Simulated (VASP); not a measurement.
# SiO2 (I-42d) in VASP: further runs

Runs on SiO2. Level: PBEsol. Tasks: single point.

Program: VASP 6.6.1. These are calculated values, not measurements. Logs are shortened: lines on timing, memory, paths and dates and some standing lists are left out, and cuts for length are marked.

### Step 1. The cell of the first run

It takes space group I-42d (No. 122, tetragonal). The conventional cell has a = 4.668 Å, b = 4.668 Å, c = 7.361 Å, α = 90.00°, β = 90.00°, γ = 90.00°. Within 2.1 Å of Si (site symmetry -4) lie 4 O at 1.59 Å. O (site symmetry 2) has 2 Si at 1.59 Å within 2.1 Å.

### Step 2. Single point, PBEsol

Input file INCAR:

```
SYSTEM = SiO2
  PREC = Accurate
  ENCUT = 520
  EDIFF = 1E-6
  ISMEAR = 0
  SIGMA = 0.01
  LREAL = .FALSE.
  LASPH = .TRUE.
  NELM = 60
  ALGO = Normal
  ISIF = 2
  LWAVE = .FALSE.
  LCHARG = .TRUE.
  GGA = PS
  LELF = .TRUE.
  LVHAR = .TRUE.
  NBANDS = 25
```

Input file KPOINTS:

```
regular mesh
0
G
  6 6 6
  0 0 0
```

Input file POSCAR:

```
SiO2
1.0
   -2.3338040895      2.3338040895      3.6805301114
    2.3338040895     -2.3338040895      3.6805301114
    2.3338040895      2.3338040895     -3.6805301114
Si O
2 4
Direct
    0.0000000000      0.0000000000      0.0000000000
    0.7500000000      0.2500000000      0.5000000000
    0.9983800000      0.6250000000      0.8733800000
    0.3750000000      0.2483800000      0.3733800000
    0.7516200000      0.1250000000      0.1266200000
    0.8750000000      0.0016200000      0.6266200000
```

Potentials or basis: VASP PAW PBE potentials, release 64 (Si, O).

On the command line:

```
cat potpaw_PBE.64/Si/POTCAR potpaw_PBE.64/O/POTCAR > POTCAR
mpirun -np 1 vasp_std > vasp.out
```

OUTCAR:

```text
SYSTEM = SiO2
   PREC = Accurate
   ENCUT = 520
   EDIFF = 1E-6
   ISMEAR = 0
   LREAL = .FALSE.
   LASPH = .TRUE.
   NELM = 60
   ISIF = 2
   GGA = PS

 ion  position               nearest neighbor table
   1  0.000  0.000  0.000-   4 1.59   3 1.59   5 1.59   6 1.59   2 2.97   2 2.97   2 2.97   2 2.97

   2  0.750  0.250  0.500-   3 1.59   4 1.59   5 1.59   6 1.59   1 2.97   1 2.97   1 2.97   1 2.97

   3  0.998  0.625  0.873-   2 1.59   1 1.59
   4  0.375  0.248  0.373-   1 1.59   2 1.59
   5  0.752  0.125  0.127-   1 1.59   2 1.59
   6  0.875  0.002  0.627-   1 1.59   2 1.59

  LATTYP: Found a body centered tetragonal cell.
 ALAT       =     4.6676081790
 C/A-ratio  =     1.5770518734

  Lattice vectors:

 A1 = (  -2.3338040895,   2.3338040895,   3.6805301114)
 A2 = (   2.3338040895,  -2.3338040895,   3.6805301114)
 A3 = (   2.3338040895,   2.3338040895,  -3.6805301114)

Analysis of symmetry for initial positions (statically):
=====================================================================
 Subroutine PRICEL returns:
 Original cell was already a primitive cell.

 Routine SETGRP: Setting up the symmetry group for a
 body centered tetragonal supercell.

 Subroutine GETGRP returns: Found  8 space group operations
 (whereof  4 operations were pure point group operations)
 out of a pool of 16 trial point group operations.

The static configuration has the point symmetry S_4 .
 The point group associated with its full space group is D_2d.

Analysis of symmetry for dynamics (positions and initial velocities):
=====================================================================
 Subroutine PRICEL returns:
 Original cell was already a primitive cell.

 Routine SETGRP: Setting up the symmetry group for a
 body centered tetragonal supercell.

 Subroutine GETGRP returns: Found  8 space group operations
 (whereof  4 operations were pure point group operations)
 out of a pool of 16 trial point group operations.

The dynamic configuration has the point symmetry S_4 .
 The point group associated with its full space group is D_2d.

 Subroutine INISYM returns: Found  8 space group operations
 (whereof  4 operations are pure point group operations),
 and found     1 'primitive' translations

----------------------------------------------------------------------------------------

                                     Primitive cell

  volume of cell :      80.1861

  direct lattice vectors                    reciprocal lattice vectors
    -2.333804090  2.333804090  3.680530111     0.000000000  0.214242490  0.135849996
     2.333804090 -2.333804090  3.680530111     0.214242490  0.000000000  0.135849996
     2.333804090  2.333804090 -3.680530111     0.214242490  0.214242490  0.000000000

  length of vectors
     4.943640860  4.943640860  4.943640860     0.253683003  0.253683003  0.302984635

  position of ions in fractional coordinates (direct lattice)
     0.000000000  0.000000000  0.000000000
     0.750000000  0.250000000  0.500000000
     0.998380000  0.625000000  0.873380000
     0.375000000  0.248380000  0.373380000
     0.751620000  0.125000000  0.126620000
     0.875000000  0.001620000  0.626620000

  ion indices of the primitive-cell ions
   primitive index   ion index
                 1           1
                 2           2
                 3           3
                 4           4
                 5           5
                 6           6

----------------------------------------------------------------------------------------

 KPOINTS: regular mesh

Automatic generation of k-mesh.
 Grid dimensions read from file:
 generate k-points for:    6    6    6

 Generating k-lattice:

  Cartesian coordinates                     Fractional coordinates (reciprocal lattice)
     0.000000000  0.035707082  0.022641666     0.166666667  0.000000000  0.000000000
     0.035707082  0.000000000  0.022641666     0.000000000  0.166666667  0.000000000
     0.035707082  0.035707082  0.000000000     0.000000000  0.000000000  0.166666667

  Length of vectors
     0.042280500  0.042280500  0.050497439

  Shift w.r.t. Gamma in fractional coordinates (k-lattice)
     0.000000000  0.000000000  0.000000000

 Subroutine IBZKPT returns following result:
 ===========================================

 Found     30 irreducible k-points:

 Following reciprocal coordinates:
            Coordinates               Weight
  0.000000  0.000000  0.000000      1.000000
  0.166667  0.000000  0.000000      8.000000
  0.333333  0.000000  0.000000      8.000000
  0.500000  0.000000 -0.000000      4.000000
  0.166667  0.166667  0.000000      8.000000
  0.333333  0.166667  0.000000     16.000000
[... 16 lines left out ...]
 -0.333333 -0.333333  0.166667      8.000000
 -0.166667 -0.333333  0.166667      8.000000
 [... further k-points ...]
   k-points           NKPTS =     30   k-points in BZ     NKDIM =     30   number of bands    NBANDS=     25
   number of dos      NEDOS =    301   number of ions     NIONS =      6
   total plane-waves  NPLWV =  64000
   dimension x,y,z NGX =    40 NGY =   40 NGZ =   40
   dimension x,y,z NGXF=    80 NGYF=   80 NGZF=   80
   ions per type =               2   4
   NGX,Y,Z   is equivalent  to a cutoff of  13.45, 13.45, 13.45 a.u.
   NGXF,Y,Z  is equivalent  to a cutoff of  26.90, 26.90, 26.90 a.u.
 SYSTEM =  SiO2
   PREC   = accura    normal or accurate (medium, high low for compatibility)
   ISTART =      0    job   : 0-new  1-cont  2-samecut
   ICHARG =      2    charge: 1-file 2-atom 10-const
   ISPIN  =      1    spin polarized calculation?
   LNONCOLLINEAR =      F non collinear calculations
   LSORBIT =      F    spin-orbit coupling
   LASPH  =      T    aspherical Exc in radial PAW
   ENCUT  =  520.0 eV  38.22 Ry    6.18 a.u.   9.19  9.19  9.19*2*pi/ulx,y,z
   NELM   =     60;   NELMIN=  2; NELMDL= -5     # of ELM steps
   EDIFF  = 0.1E-05   stopping-criterion for ELM
   LREAL  =      F    real-space projection
[... 7 lines left out ...]
   TEBEG  =    0.0;   TEEND  =   0.0 temperature during run
   PSTRESS=    0.0 pullay stress
   NELECT =      32.0000    total number of electrons
   NUPDOWN=      -1.0000    fix difference up-down
   EMIN   =  10.00;   EMAX   =-10.00  energy-range for DOS
   EFERMI =   0.00;   METHOD = LEGACY
   ISMEAR =     0;   SIGMA  =   0.01  broadening in eV -4-tet -1-fermi 0-gaus
   EFERMI_NEDOS =   21; number of points for ismear=-14 and -15
   IALGO  =     38    algorithm
   IMIX   =      4    mixing-type and parameters
     AMIX     =   0.40;   BMIX     =  1.00
     AMIX_MAG =   1.60;   BMIX_MAG =  1.00
  volume/ion in A,a.u.               =      13.36        90.19
  Fermi-wavevector in a.u.,A,eV,Ry     =   1.205291  2.277669 19.765530  1.452725
  Thomas-Fermi vector in A             =   2.340991
   LORBIT       =      0    0 simple, 1 ext, 2 COOP (PROOUT), +10 PAW based schemes
   GGA     = PS    functional components
   LHFCALC =     F    Hartree Fock is set to
   AEXX    =    0.0000 exact exchange contribution
   IVDW    =     0    specifies the selected vdW correction
   LEPSILON=     F    determine dielectric tensor
   LRPA    =     F    only Hartree local field effects (RPA)
 non-spin polarized calculation
 Gauss-broadening in eV      SIGMA  =   0.01
  energy-cutoff  :      520.00
  volume of cell :       80.19
 maximum number of plane-waves:      2178
 NGX is ok and might be reduce to    40
   NGX = 19   NGY = 19   NGZ = 19

 number of electron      31.9999989 magnetization

 Free energy of the ion-electron system (eV)
  ---------------------------------------------------
  ext. energy  EPLUGINS =         0.00000000
  ---------------------------------------------------
  free energy    TOTEN  =       -49.12454909 eV

  energy without entropy =      -49.12454909  energy(sigma->0) =      -49.12454909

 E-fermi :   0.2279     XC(G=0):  -8.9314

 val. band max:        0.1441383594   @ k =   0.0000   0.0000   0.0000
 cond. band min:       6.4418367611   @ k =   0.0000   0.0000   0.0000
 fundamental gap:      6.2976984017
 Fermi energy:         0.2278978503

 k-point     1 :       0.0000    0.0000    0.0000
  band No.  band energies     occupation
      1     -19.1686      2.00000
      2     -16.8709      2.00000
      3     -16.8480      2.00000
      4     -16.8480      2.00000
      5      -8.7904      2.00000
      6      -5.2857      2.00000
[... 17 lines left out ...]
     24      14.0931      0.00000
     25      14.4787      0.00000

 k-point     2 :       0.1667    0.0000    0.0000
  band No.  band energies     occupation
      1     -19.0748      2.00000
      2     -17.0132      2.00000
      3     -16.8762      2.00000
      4     -16.8484      2.00000
      5      -8.5858      2.00000
      6      -5.3587      2.00000
[... 17 lines left out ...]
     24      13.9096      0.00000
     25      14.3537      0.00000

 k-point     3 :       0.3333    0.0000    0.0000
  band No.  band energies     occupation
      1     -18.8368      2.00000
      2     -17.3698      2.00000
      3     -16.8952      2.00000
      4     -16.8601      2.00000
      5      -8.1243      2.00000
      6      -5.5708      2.00000
[... 17 lines left out ...]
     24      13.5721      0.00000
     25      14.6542      0.00000

 k-point     4 :       0.5000    0.0000   -0.0000
  band No.  band energies     occupation
      1     -18.6659      2.00000
      2     -17.5978      2.00000
      3     -16.9015      2.00000
      4     -16.8690      2.00000
      5      -7.8491      2.00000
      6      -5.7115      2.00000
[... 17 lines left out ...]
     24      13.7454      0.00000
     25      14.3720      0.00000
[... 477 lines left out ...]
 k-point    22 :      -0.1667    0.5000    0.1667
  band No.  band energies     occupation
      1     -18.6084      2.00000
      2     -17.6699      2.00000
      3     -16.9119      2.00000
      4     -16.8702      2.00000
      5      -7.6676      2.00000
      6      -5.8578      2.00000
[... 17 lines left out ...]
     24      13.9391      0.00000
     25      14.4233      0.00000

 k-point    23 :      -0.3333   -0.3333    0.1667
  band No.  band energies     occupation
      1     -18.6211      2.00000
      2     -17.6568      2.00000
      3     -16.8961      2.00000
      4     -16.8883      2.00000
      5      -7.6159      2.00000
      6      -5.9256      2.00000
[... 17 lines left out ...]
     24      14.2554      0.00000
     25      14.4165      0.00000

 k-point    24 :      -0.1667   -0.3333    0.1667
  band No.  band energies     occupation
      1     -18.8502      2.00000
      2     -17.3655      2.00000
      3     -16.8809      2.00000
      4     -16.8684      2.00000
      5      -8.0668      2.00000
      6      -5.5415      2.00000
[... 17 lines left out ...]
     24      14.1332      0.00000
     25      14.6648      0.00000

 [... further k-points ...]

------------------------ aborting loop because EDIFF is reached ----------------------------------------

  FORCE on cell =-STRESS in cart. coord.  units (eV):
  Direction    XX          YY          ZZ          XY          YZ          ZX
  --------------------------------------------------------------------------------------
  -------------------------------------------------------------------------------------
  Total        6.0263124      6.0263124      5.2041216      0.0000000      0.0000000      0.0000000
  in kB      120.4101400    120.4101400    103.9821655      0.0000000      0.0000000      0.0000000
  external PRESSURE =     114.9341485 kB  Pullay stress =       0.0000000 kB

 VOLUME and BASIS-vectors are now :
 -----------------------------------------------------------------------------
  energy-cutoff  :      520.00
  volume of cell :       80.19
      direct lattice vectors                 reciprocal lattice vectors
    -2.333804090  2.333804090  3.680530111     0.000000000  0.214242490  0.135849996
     2.333804090 -2.333804090  3.680530111     0.214242490  0.000000000  0.135849996
     2.333804090  2.333804090 -3.680530111     0.214242490  0.214242490  0.000000000

 POSITION                                       TOTAL-FORCE (eV/Angst)
 -----------------------------------------------------------------------------------
      0.00000      0.00000      0.00000         0.000000      0.000000     -0.000000
      0.00000      2.33380      1.84027         0.000000      0.000000     -0.000000
      1.16690      2.90969      2.76040         0.000000      0.744981      0.000000
      0.57589      1.16690      0.92013         0.744981      0.000000      0.000000
     -1.16690      1.75791      2.76040         0.000000     -0.744981     -0.000000
     -0.57589      3.50071      0.92013        -0.744981     -0.000000     -0.000000
 -----------------------------------------------------------------------------------
    total drift:                               -0.000000     -0.000000     -0.000000

  FREE ENERGIE OF THE ION-ELECTRON SYSTEM (eV)
  ---------------------------------------------------
  free  energy   TOTEN  =       -49.1245490850 eV

  energy  without entropy=      -49.1245490850  energy(sigma->0) =      -49.12454909
```

It took 42 s on 1 thread of Intel Xeon 6975P-C (Granite Rapids), shared host; peak memory 0.25 GiB.

Results:

| Property | Result |
| --- | --- |
| Free energy | -49.1245 eV |
| Pressure | 11.5 GPa |
| Largest force | 0.745 eV/Å |
| Band gap on the k mesh | 6.30 eV, direct |

Forces on the atoms (eV/Å):
```
Si   0.000  0.000  0.000
Si   0.000  0.000  0.000
O    0.000  0.745  0.000
O    0.745  0.000  0.000
O    0.000 -0.745  0.000
O   -0.745  0.000  0.000
```

Caveat: the PAW data sets were made with another functional, which shifts forces and pressure a little. Expect the measured gap to be larger: semilocal functionals such as PBEsol lack the derivative discontinuity.

### Step 3. Single point, PBEsol

This run uses another cell than the first one, of 13.79 Å³/atom, 1.032 times its volume.

Input file INCAR:

```
SYSTEM = SiO2
PREC     = Accurate       ! precision mode
ENCUT    = 520            ! plane-wave cutoff, eV
EDIFF    = 1E-6           ! SCF threshold, eV
ISMEAR   = 0              ! smearing method
SIGMA    = 0.01           ! smearing width, eV
LREAL    = .FALSE.        ! projectors in reciprocal space
LASPH    = .TRUE.         ! aspherical terms in the spheres
NELM     = 100            ! most SCF steps
ALGO     = Normal         ! electronic algorithm
ISIF     = 2              ! what is computed and relaxed
LWAVE    = .FALSE.        ! write WAVECAR
LCHARG   = .FALSE.        ! write CHGCAR
GGA      = PS             ! functional
NBANDS   = 25             ! bands
```

Input file KPOINTS:

```
Automatic mesh
0
G
  6 6 6
  0 0 0
```

Changes to POSCAR since step 2:

```diff
@@ -2,5 +2,5 @@
 1.0
-   -2.3338040895      2.3338040895      3.6805301114
-    2.3338040895     -2.3338040895      3.6805301114
-    2.3338040895      2.3338040895     -3.6805301114
+   -2.3581162984      2.3581162984      3.7188717261
+    2.3581162984     -2.3581162984      3.7188717261
+    2.3581162984      2.3581162984     -3.7188717261
 Si O
```

Potentials or basis: VASP PAW PBE potentials, release 64 (Si, O).

On the command line:

```
cat potpaw_PBE.64/Si/POTCAR potpaw_PBE.64/O/POTCAR > POTCAR
mpirun -np 1 vasp_std > vasp.out
```

Run time: 41 s. Hardware: 1 thread of Intel Xeon 6975P-C (Granite Rapids), shared host; peak memory 0.24 GiB.

It converged, with:

```yaml
Free_energy: -49.2593 eV
Pressure: 5.3 GPa
Largest_force: 0.297 eV/Å
Band_gap_on_the_k_mesh: 6.10 eV, direct
```

Forces on the atoms (eV/Å):
```
Si   0.000  0.000  0.000
Si   0.000  0.000  0.000
O    0.000  0.297  0.000
O    0.297  0.000  0.000
O    0.000 -0.297  0.000
O   -0.297  0.000  0.000
```

Stress tensor (GPa, compression positive):
```
5.90 0.00 0.00
0.00 5.90 0.00
0.00 0.00 4.08
```

Levels at points of the mesh, in eV from the valence-band top:
| k point | band 12 | band 13 | band 14 | band 15 | band 16 | band 17 | band 18 | band 19 | band 20 | band 21 |
| --- | --- | --- | --- | --- | --- | --- | --- | --- | --- | --- |
| (0.00, 0.00, 0.00) | -1.39 | -1.36 | -1.02 | 0.00 | 0.00 | 6.10 | 8.64 | 11.35 | 11.35 | 11.65 |
| (0.50, 0.00, 0.00) | -1.49 | -1.31 | -0.69 | -0.29 | -0.19 | 8.51 | 9.26 | 10.04 | 10.28 | 11.27 |
| (0.50, 0.50, 0.00) | -1.95 | -0.77 | -0.77 | -0.24 | -0.24 | 9.55 | 9.55 | 10.24 | 10.24 | 11.38 |
| (0.50, 0.50, 0.50) | -1.98 | -1.53 | -1.53 | -0.12 | -0.12 | 9.09 | 9.09 | 9.72 | 9.72 | 12.47 |

Caveat: the PAW data sets were made with another functional, which shifts forces and pressure a little. As with any semilocal functional, this PBEsol gap is likely too small.
